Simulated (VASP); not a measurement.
# Ca7CrO8 (Fm-3m) in VASP: notebook

Ca7CrO8 is run at these levels: PBEsol; tasks: single point.

All numbers are computed with VASP 6.6.1; they aren't measurements. Logs are shortened: lines on timing, memory, paths and dates and some standing lists are left out, and cuts for length are marked.

### Step 1. The cell of the first run

The structure is cubic, space group Fm-3m (No. 225). The conventional cell has a = 9.630 Å, b = 9.630 Å, c = 9.630 Å, α = 90.00°, β = 90.00°, γ = 90.00°. Within 3.1 Å of Cr (site symmetry m-3m) lie 6 O at 2.38 Å. Within 3.2 Å of Ca (site symmetry mmm) lie 6 O at 2.41 Å. Ca (site symmetry m-3m) has 6 O at 2.44 Å within 3.2 Å. Within 3.2 Å of O (site symmetry -43m) lie 6 Ca at 2.41 Å. Within 3.1 Å of O (site symmetry 4mm) lie 1 Cr at 2.38 Å and 5 Ca at 2.41 to 2.44 Å.

### Step 2. Single point, PBEsol

Input file INCAR:

```
ALGO     = Normal         # electronic algorithm
EDIFF    = 1E-6           # SCF threshold, eV
ENCUT    = 600            # plane-wave cutoff, eV
GGA      = PS             # functional
GGA_COMPAT= False        
ISIF     = 2              # what is computed and relaxed
ISMEAR   = 0              # smearing method
LASPH    = True           # aspherical terms in the spheres
LCHARG   = True           # write CHGCAR
LELF     = True           # ELF
LREAL    = False          # projectors in reciprocal space
LVHAR    = True         
LWAVE    = False          # write WAVECAR
NBANDS   = 79             # bands
NELM     = 120            # most SCF steps
PREC     = Accurate       # precision mode
SIGMA    = 0.05           # smearing width, eV
```

Input file KPOINTS:

```
k-points
0
Gamma
  3 3 3
```

Input file POSCAR:

```
Ca7CrO8
1.0
    0.0000000000      4.8150000000      4.8150000000
    4.8150000000      0.0000000000      4.8150000000
    4.8150000000      4.8150000000      0.0000000000
Cr Ca O
1 7 8
Direct
    0.0000000000      1.0000000000      1.0000000000
    0.0000000000      0.0000000000      0.5000000000
    0.0000000000      0.5000000000      0.0000000000
    0.0000000000      0.5000000000      0.5000000000
    0.5000000000      0.0000000000      0.0000000000
    0.5000000000      0.0000000000      0.5000000000
    0.5000000000      0.5000000000      0.0000000000
    0.5000000000      0.5000000000      0.5000000000
    0.2500000000      0.2500000000      0.2500000000
    0.2468930881      0.2468930881      0.7531069119
    0.2468930881      0.7531069119      0.2468930881
    0.2468930881      0.7531069119      0.7531069119
    0.7531069119      0.2468930881      0.2468930881
    0.7531069119      0.2468930881      0.7531069119
    0.7531069119      0.7531069119      0.2468930881
    0.7500000000      0.7500000000      0.7500000000
```

Potentials or basis: VASP PAW PBE potentials, release 64 (Cr_pv, Ca_sv, O).

The run is started by

```console
$ cat potpaw_PBE.64/Cr_pv/POTCAR potpaw_PBE.64/Ca_sv/POTCAR potpaw_PBE.64/O/POTCAR > POTCAR
$ mpirun -np 1 vasp_std > vasp.out
```

OUTCAR:

```text
EDIFF = 1E-6
   ENCUT = 600
   GGA = PS
   ISIF = 2
   ISMEAR = 0
   LASPH = True
   LREAL = False
   NELM = 120
   PREC = Accurate

 ion  position               nearest neighbor table
   1  0.000  0.000  0.000-  10 2.38  11 2.38  12 2.38  13 2.38  14 2.38  15 2.38
   2  0.000  0.000  0.500-   9 2.41  16 2.41  12 2.41  13 2.41  14 2.41  11 2.41
   3  0.000  0.500  0.000-   9 2.41  16 2.41  12 2.41  13 2.41  15 2.41  10 2.41
   4  0.000  0.500  0.500-   9 2.41  16 2.41  11 2.41  14 2.41  15 2.41  10 2.41
   5  0.500  0.000  0.000-   9 2.41  16 2.41  11 2.41  14 2.41  15 2.41  10 2.41
   6  0.500  0.000  0.500-   9 2.41  16 2.41  12 2.41  13 2.41  15 2.41  10 2.41
[... 8 lines left out ...]
  15  0.753  0.753  0.247-   1 2.38   3 2.41   4 2.41   5 2.41   6 2.41   8 2.44
  16  0.750  0.750  0.750-   2 2.41   3 2.41   4 2.41   5 2.41   6 2.41   7 2.41

  LATTYP: Found a face centered cubic cell.
 ALAT       =     9.6300000000

  Lattice vectors:

 A1 = (   0.0000000000,   4.8150000000,   4.8150000000)
 A2 = (   4.8150000000,   0.0000000000,   4.8150000000)
 A3 = (   4.8150000000,   4.8150000000,   0.0000000000)

Analysis of symmetry for initial positions (statically):
=====================================================================
 Subroutine PRICEL returns:
 Original cell was already a primitive cell.

 Routine SETGRP: Setting up the symmetry group for a
 face centered cubic supercell.

 Subroutine GETGRP returns: Found 48 space group operations
 (whereof 48 operations were pure point group operations)
 out of a pool of 48 trial point group operations.

The static configuration has the point symmetry O_h .

Analysis of symmetry for dynamics (positions and initial velocities):
=====================================================================
 Subroutine PRICEL returns:
 Original cell was already a primitive cell.

 Routine SETGRP: Setting up the symmetry group for a
 face centered cubic supercell.

 Subroutine GETGRP returns: Found 48 space group operations
 (whereof 48 operations were pure point group operations)
 out of a pool of 48 trial point group operations.

The dynamic configuration has the point symmetry O_h .

 Subroutine INISYM returns: Found 48 space group operations
 (whereof 48 operations are pure point group operations),
 and found     1 'primitive' translations

----------------------------------------------------------------------------------------

                                     Primitive cell

  volume of cell :     223.2641

  direct lattice vectors                    reciprocal lattice vectors
     0.000000000  4.815000000  4.815000000    -0.103842160  0.103842160  0.103842160
     4.815000000  0.000000000  4.815000000     0.103842160 -0.103842160  0.103842160
     4.815000000  4.815000000  0.000000000     0.103842160  0.103842160 -0.103842160

  length of vectors
     6.809438303  6.809438303  6.809438303     0.179859897  0.179859897  0.179859897

  position of ions in fractional coordinates (direct lattice)
     0.000000000  0.000000000  0.000000000
     0.000000000  0.000000000  0.500000000
     0.000000000  0.500000000  0.000000000
     0.000000000  0.500000000  0.500000000
     0.500000000  0.000000000  0.000000000
     0.500000000  0.000000000  0.500000000
[... 8 lines left out ...]
     0.753106912  0.753106912  0.246893088
     0.750000000  0.750000000  0.750000000

  ion indices of the primitive-cell ions
   primitive index   ion index
                 1           1
                 2           2
                 3           3
                 4           4
                 5           5
                 6           6
[... 8 lines left out ...]
                15          15
                16          16

----------------------------------------------------------------------------------------

 KPOINTS: k-points

Automatic generation of k-mesh.
 Grid dimensions read from file:
 generate k-points for:    3    3    3

 Generating k-lattice:

  Cartesian coordinates                     Fractional coordinates (reciprocal lattice)
    -0.034614053  0.034614053  0.034614053     0.333333333  0.000000000  0.000000000
     0.034614053 -0.034614053  0.034614053     0.000000000  0.333333333  0.000000000
     0.034614053  0.034614053 -0.034614053     0.000000000  0.000000000  0.333333333

  Length of vectors
     0.059953299  0.059953299  0.059953299

  Shift w.r.t. Gamma in fractional coordinates (k-lattice)
     0.000000000  0.000000000  0.000000000

 Subroutine IBZKPT returns following result:
 ===========================================

 Found      4 irreducible k-points:

 Following reciprocal coordinates:
            Coordinates               Weight
  0.000000  0.000000  0.000000      1.000000
  0.333333  0.000000  0.000000      8.000000
  0.333333  0.333333  0.000000      6.000000
 -0.333333  0.333333  0.000000     12.000000
   k-points           NKPTS =      4   k-points in BZ     NKDIM =      4   number of bands    NBANDS=     79
   number of dos      NEDOS =    301   number of ions     NIONS =     16
   total plane-waves  NPLWV = 157464
   dimension x,y,z NGX =    54 NGY =   54 NGZ =   54
   dimension x,y,z NGXF=   108 NGYF=  108 NGZF=  108
   ions per type =               1   7   8
   NGX,Y,Z   is equivalent  to a cutoff of  13.18, 13.18, 13.18 a.u.
   NGXF,Y,Z  is equivalent  to a cutoff of  26.37, 26.37, 26.37 a.u.
 SYSTEM =  unknown system
   PREC   = accura    normal or accurate (medium, high low for compatibility)
   ISTART =      0    job   : 0-new  1-cont  2-samecut
   ICHARG =      2    charge: 1-file 2-atom 10-const
   ISPIN  =      1    spin polarized calculation?
   LNONCOLLINEAR =      F non collinear calculations
   LSORBIT =      F    spin-orbit coupling
   LASPH  =      T    aspherical Exc in radial PAW
   ENCUT  =  600.0 eV  44.10 Ry    6.64 a.u.  13.60 13.60 13.60*2*pi/ulx,y,z
   NELM   =    120;   NELMIN=  2; NELMDL= -5     # of ELM steps
   EDIFF  = 0.1E-05   stopping-criterion for ELM
   LREAL  =      F    real-space projection
[... 7 lines left out ...]
   TEBEG  =    0.0;   TEEND  =   0.0 temperature during run
   PSTRESS=    0.0 pullay stress
   NELECT =     130.0000    total number of electrons
   NUPDOWN=      -1.0000    fix difference up-down
   EMIN   =  10.00;   EMAX   =-10.00  energy-range for DOS
   EFERMI =   0.00;   METHOD = LEGACY
   ISMEAR =     0;   SIGMA  =   0.05  broadening in eV -4-tet -1-fermi 0-gaus
   EFERMI_NEDOS =   21; number of points for ismear=-14 and -15
   IALGO  =     38    algorithm
   IMIX   =      4    mixing-type and parameters
     AMIX     =   0.40;   BMIX     =  1.00
     AMIX_MAG =   1.60;   BMIX_MAG =  1.00
  volume/ion in A,a.u.               =      13.95        94.17
  Fermi-wavevector in a.u.,A,eV,Ry     =   1.367046  2.583342 25.426753  1.868814
  Thomas-Fermi vector in A             =   2.493133
   LORBIT       =      0    0 simple, 1 ext, 2 COOP (PROOUT), +10 PAW based schemes
   GGA     = PS    functional components
   LHFCALC =     F    Hartree Fock is set to
   AEXX    =    0.0000 exact exchange contribution
   IVDW    =     0    specifies the selected vdW correction
   LEPSILON=     F    determine dielectric tensor
   LRPA    =     F    only Hartree local field effects (RPA)
 non-spin polarized calculation
 Gauss-broadening in eV      SIGMA  =   0.05
  energy-cutoff  :      600.00
  volume of cell :      223.26
 maximum number of plane-waves:      7462
 NGX is ok and might be reduce to    54
   NGX = 27   NGY = 27   NGZ = 27

 number of electron     130.0000001 magnetization

 Free energy of the ion-electron system (eV)
  ---------------------------------------------------
  ext. energy  EPLUGINS =         0.00000000
  ---------------------------------------------------
  free energy    TOTEN  =      -108.79734272 eV

  energy without entropy =     -108.76442491  energy(sigma->0) =     -108.78088381

 E-fermi :   4.6204     XC(G=0): -10.7571

 val. band max:        4.5545347934   @ k =  -0.3333   0.3333   0.0000
 cond. band min:       4.6358604144   @ k =   0.3333   0.3333   0.0000
 fundamental gap:      0.0813256211
 Fermi energy:         4.6204419072

 k-point     1 :       0.0000    0.0000    0.0000
  band No.  band energies     occupation
      1     -38.4794      2.00000
      2     -38.4794      2.00000
      3     -38.4793      2.00000
      4     -35.6532      2.00000
      5     -35.0657      2.00000
      6     -34.9978      2.00000
[... 69 lines left out ...]
     76       9.1455      0.00000
     77       9.6733      0.00000

 k-point     2 :       0.3333    0.0000    0.0000
  band No.  band energies     occupation
      1     -38.4794      2.00000
      2     -38.4794      2.00000
      3     -38.4794      2.00000
      4     -35.6522      2.00000
      5     -35.0494      2.00000
      6     -35.0154      2.00000
[... 69 lines left out ...]
     76       8.6066      0.00000
     77       9.0905      0.00000

 k-point     3 :       0.3333    0.3333    0.0000
  band No.  band energies     occupation
      1     -38.4794      2.00000
      2     -38.4794      2.00000
      3     -38.4794      2.00000
      4     -35.6519      2.00000
      5     -35.0454      2.00000
      6     -34.9987      2.00000
[... 69 lines left out ...]
     76       8.9115      0.00000
     77       8.9115      0.00000

 k-point     4 :      -0.3333    0.3333    0.0000
  band No.  band energies     occupation
      1     -38.4794      2.00000
      2     -38.4794      2.00000
      3     -38.4794      2.00000
      4     -35.6515      2.00000
      5     -35.0276      2.00000
      6     -35.0249      2.00000
[... 69 lines left out ...]
     76       8.6878      0.00000
     77       8.8114      0.00000
 [bands above 77 left out]

------------------------ aborting loop because EDIFF is reached ----------------------------------------

  FORCE on cell =-STRESS in cart. coord.  units (eV):
  Direction    XX          YY          ZZ          XY          YZ          ZX
  --------------------------------------------------------------------------------------
  -------------------------------------------------------------------------------------
  Total      -12.6350817    -12.6350817    -12.6350817      0.0000000      0.0000000      0.0000000
  in kB      -90.6712842    -90.6712842    -90.6712842      0.0000000      0.0000000      0.0000000
  external PRESSURE =     -90.6712842 kB  Pullay stress =       0.0000000 kB

 VOLUME and BASIS-vectors are now :
 -----------------------------------------------------------------------------
  energy-cutoff  :      600.00
  volume of cell :      223.26
      direct lattice vectors                 reciprocal lattice vectors
     0.000000000  4.815000000  4.815000000    -0.103842160  0.103842160  0.103842160
     4.815000000  0.000000000  4.815000000     0.103842160 -0.103842160  0.103842160
     4.815000000  4.815000000  0.000000000     0.103842160  0.103842160 -0.103842160

 POSITION                                       TOTAL-FORCE (eV/Angst)
 -----------------------------------------------------------------------------------
      0.00000      0.00000      0.00000         0.000000     -0.000000     -0.000000
      2.40750      2.40750      0.00000         0.000000     -0.000000     -0.000000
      2.40750      0.00000      2.40750         0.000000     -0.000000     -0.000000
      4.81500      2.40750      2.40750         0.000000     -0.000000     -0.000000
      0.00000      2.40750      2.40750         0.000000     -0.000000     -0.000000
      2.40750      4.81500      2.40750         0.000000     -0.000000     -0.000000
[... 8 lines left out ...]
      4.81500      4.81500      7.25242         0.000000     -0.000000      0.507829
      7.22250      7.22250      7.22250         0.000000     -0.000000     -0.000000
 -----------------------------------------------------------------------------------
    total drift:                                0.000000      0.000000      0.000000

  FREE ENERGIE OF THE ION-ELECTRON SYSTEM (eV)
  ---------------------------------------------------
  free  energy   TOTEN  =      -108.7973427166 eV

  energy  without entropy=     -108.7644249051  energy(sigma->0) =     -108.78088381
```

Wall time 9.6 min (1 thread of Intel Xeon 8259CL, shared host); peak memory 0.43 GiB.

Results:

| Quantity | Value |
| --- | --- |
| Free energy | -108.7973 eV |
| Pressure | -9.1 GPa |
| Largest force | 0.508 eV/Å |
| Band gap on the k mesh | zero (bands 65 and 66 overlap by 0.34 eV) |

Forces in eV/Å, atoms in the order of the input:
```
Cr   0.000  0.000  0.000
Ca   0.000  0.000  0.000
Ca   0.000  0.000  0.000
Ca   0.000  0.000  0.000
Ca   0.000  0.000  0.000
Ca   0.000  0.000  0.000
Ca   0.000  0.000  0.000
Ca   0.000  0.000  0.000
O    0.000  0.000  0.000
O    0.000  0.000 -0.508
O    0.000 -0.508  0.000
O    0.508  0.000  0.000
O   -0.508  0.000  0.000
O    0.000  0.508  0.000
O    0.000  0.000  0.508
O    0.000  0.000  0.000
```

Caveat: the k points lie up to 0.38 Å⁻¹ apart; the PAW data sets were made with another functional, which shifts forces and pressure a little; the run has no spin polarisation, though such a crystal can be magnetic; semilocal functionals often make such compounds metallic where correlation or magnetic order opens a gap, which also shifts bond lengths. With open d or f shells a metallic result of PBEsol can be an artefact of self-interaction; +U or a hybrid may open a gap.

### Step 3. Single point, PBEsol, collinear spin, zero start

Input file INCAR:

```
SYSTEM = Ca7CrO8
  PREC = Accurate
  ENCUT = 600
  EDIFF = 1E-6
  ISMEAR = 0
  SIGMA = 0.05
  LREAL = .FALSE.
  LASPH = .TRUE.
  NELM = 200
  ALGO = Normal
  ISIF = 2
  LWAVE = .FALSE.
  LCHARG = .TRUE.
  ISPIN = 2
  MAGMOM = 0 0 0 0 0 0 0 0 0 0 0 0 0 0 0 0
  LORBIT = 11
  NUPDOWN = 0.0
  LMAXMIX = 4
  GGA = PS
  LELF = .TRUE.
  LVHAR = .TRUE.
  NBANDS = 83
  GGA_COMPAT = .FALSE.
```

Input file KPOINTS:

```
Automatic mesh
0
G
  3 3 3
  0 0 0
```

POSCAR is that of step 2.

Potentials or basis: VASP PAW PBE potentials, release 64 (Cr_pv, Ca_sv, O).

The run is started by

```console
$ cat potpaw_PBE.64/Cr_pv/POTCAR potpaw_PBE.64/Ca_sv/POTCAR potpaw_PBE.64/O/POTCAR > POTCAR
$ mpirun -np 1 vasp_std > vasp.out
```

OUTCAR:

```text
SYSTEM = Ca7CrO8
   PREC = Accurate
   ENCUT = 600
   EDIFF = 1E-6
   ISMEAR = 0
   LREAL = .FALSE.
   LASPH = .TRUE.
   NELM = 200
   ISIF = 2
   ISPIN = 2
   LORBIT = 11
   NUPDOWN = 0.0
   GGA = PS

 ion  position               nearest neighbor table
   1  0.000  0.000  0.000-  10 2.38  11 2.38  12 2.38  13 2.38  14 2.38  15 2.38
   2  0.000  0.000  0.500-   9 2.41  16 2.41  12 2.41  13 2.41  14 2.41  11 2.41
   3  0.000  0.500  0.000-   9 2.41  16 2.41  12 2.41  13 2.41  15 2.41  10 2.41
   4  0.000  0.500  0.500-   9 2.41  16 2.41  11 2.41  14 2.41  15 2.41  10 2.41
   5  0.500  0.000  0.000-   9 2.41  16 2.41  11 2.41  14 2.41  15 2.41  10 2.41
   6  0.500  0.000  0.500-   9 2.41  16 2.41  12 2.41  13 2.41  15 2.41  10 2.41
[... 8 lines left out ...]
  15  0.753  0.753  0.247-   1 2.38   3 2.41   4 2.41   5 2.41   6 2.41   8 2.44
  16  0.750  0.750  0.750-   2 2.41   3 2.41   4 2.41   5 2.41   6 2.41   7 2.41

  LATTYP: Found a face centered cubic cell.
[... 894 lines left out ...]
      4.81500      4.81500      7.25242         0.000000      0.000000      0.510410
      7.22250      7.22250      7.22250         0.000000     -0.000000     -0.000000
 -----------------------------------------------------------------------------------
    total drift:                                0.000000      0.000000      0.000000

  FREE ENERGIE OF THE ION-ELECTRON SYSTEM (eV)
  ---------------------------------------------------
  free  energy   TOTEN  =      -108.7973709008 eV

  energy  without entropy=     -108.7644268813  energy(sigma->0) =     -108.78089889

 total charge

# of ion       s       p       d       tot
------------------------------------------
    1        0.172   6.126   4.022  10.320
    2        2.039   5.875   0.302   8.216
    3        2.039   5.875   0.302   8.216
    4        2.039   5.875   0.302   8.216
    5        2.039   5.875   0.302   8.216
    6        2.039   5.875   0.302   8.216
[... 8 lines left out ...]
   15        1.542   3.396   0.000   4.938
   16        1.541   3.429   0.000   4.971
--------------------------------------------------
tot         26.778  74.473   6.127 107.378

 magnetization (x)

# of ion       s       p       d       tot
------------------------------------------
    1       -0.000  -0.000   0.000   0.000
    2        0.000   0.000  -0.000  -0.000
    3        0.000   0.000  -0.000  -0.000
    4        0.000   0.000  -0.000  -0.000
    5        0.000   0.000  -0.000  -0.000
    6        0.000   0.000  -0.000  -0.000
[... 8 lines left out ...]
   15       -0.000  -0.000   0.000  -0.000
   16       -0.000  -0.000   0.000  -0.000
--------------------------------------------------
tot         -0.000  -0.000   0.000   0.000
```

OSZICAR:

```text
N       E                     dE             d eps       ncg     rms          rms(c)
DAV:   1     0.169299674246E+04    0.16930E+04   -0.71410E+04  1328   0.180E+03
DAV:   2     0.776134349031E+02   -0.16154E+04   -0.15593E+04  1382   0.529E+02
DAV:   3    -0.120525271164E+03   -0.19814E+03   -0.19532E+03  1819   0.164E+02
DAV:   4    -0.129921194688E+03   -0.93959E+01   -0.91473E+01  2056   0.351E+01
[... 13 lines left out ...]
DAV:  18    -0.108797400551E+03    0.15754E-03   -0.49030E-04  1696   0.791E-02    0.132E+00
DAV:  19    -0.108797370483E+03    0.30068E-04   -0.42777E-05  2024   0.280E-02    0.133E+00
DAV:  20    -0.108797375675E+03   -0.51914E-05   -0.33978E-05  1736   0.244E-02    0.137E+00
DAV:  21    -0.108797371312E+03    0.43631E-05   -0.61968E-06  1520   0.958E-03    0.140E+00
DAV:  22    -0.108797370901E+03    0.41067E-06   -0.39274E-07   904   0.279E-03
   1 F= -.10879737E+03 E0= -.10878090E+03  d E =-.329440E-01  mag=    -0.0000
```

Wall time 15 min (1 thread of Intel Xeon 8259CL, shared host); peak memory 0.59 GiB.

What came out:

```yaml
Free_energy: -108.7974 eV
Pressure: -9.0 GPa
Largest_force: 0.510 eV/Å
Net_moment: 0.00 μB per cell
Valence_electrons_inside_the_program's_atomic_spheres: Cr 10.32; Ca 8.22, 8.20 (each value once); O 4.97, 4.94 (each value once)
```

Forces in eV/Å, atoms in the order of the input:
```
Cr   0.000  0.000  0.000
Ca   0.000  0.000  0.000
Ca   0.000  0.000  0.000
Ca   0.000  0.000  0.000
Ca   0.000  0.000  0.000
Ca   0.000  0.000  0.000
Ca   0.000  0.000  0.000
Ca   0.000  0.000  0.000
O    0.000  0.000  0.000
O    0.000  0.000 -0.510
O    0.000 -0.510  0.000
O    0.510  0.000  0.000
O   -0.510  0.000  0.000
O    0.000  0.510  0.000
O    0.000  0.000  0.510
O    0.000  0.000  0.000
```

Caveat: the k points lie up to 0.38 Å⁻¹ apart; the PAW data sets were made with another functional, which shifts forces and pressure a little; the total moment is fixed, so each spin has its own Fermi level.

(Part 1 of 2 ends here.)
